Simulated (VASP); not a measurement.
## Cd: single point with PBE

Crystal: Cd.

```
Cd
1.0
     1.60803    0.92840    2.44929
    -1.60803    0.92840    2.44929
     0.00000   -1.85679    2.44929
Cd
1
Direct
  0.00000 0.00000 0.00000
```

```yaml
Program: VASP 6.6.1
Task: single point
Functional: PBE
Potentials_or_basis: VASP PAW PBE potentials, release 64 (Cd)
Cutoff: 500 eV
k_mesh: 9 × 9 × 9
Occupations: methfessel-paxton, width 0.018 eV
Spin: no spin polarisation
Dipole_correction: no
Further_INCAR_settings: ALGO = Normal; EDIFF = 1e-06; NBANDS = 12
```

| Quantity | Value |
| --- | --- |
| Pressure | 2.6 GPa |
| Band gap on the k mesh | zero (band 6 reaches 3.49 eV, above the bottom of band 7 at 1.55 eV) |

Stress tensor (GPa, compression positive):
```
2.50 0.00 0.00
0.00 2.50 0.00
0.00 0.00 2.71
```

Levels at points of the mesh, in eV from the Fermi level:
| k point | band 3 | band 4 | band 5 | band 6 | band 7 | band 8 | band 9 | band 10 |
| --- | --- | --- | --- | --- | --- | --- | --- | --- |
| (0.00, 0.00, 0.00) | -9.15 | -8.87 | -8.80 | -8.80 | 13.35 | 14.01 | 14.01 | 16.85 |

It took 9.7 s on 1 thread of Intel(R) Xeon(R) 6975P-C (Granite Rapids), with other jobs on the host, peak memory 0.15 GiB.
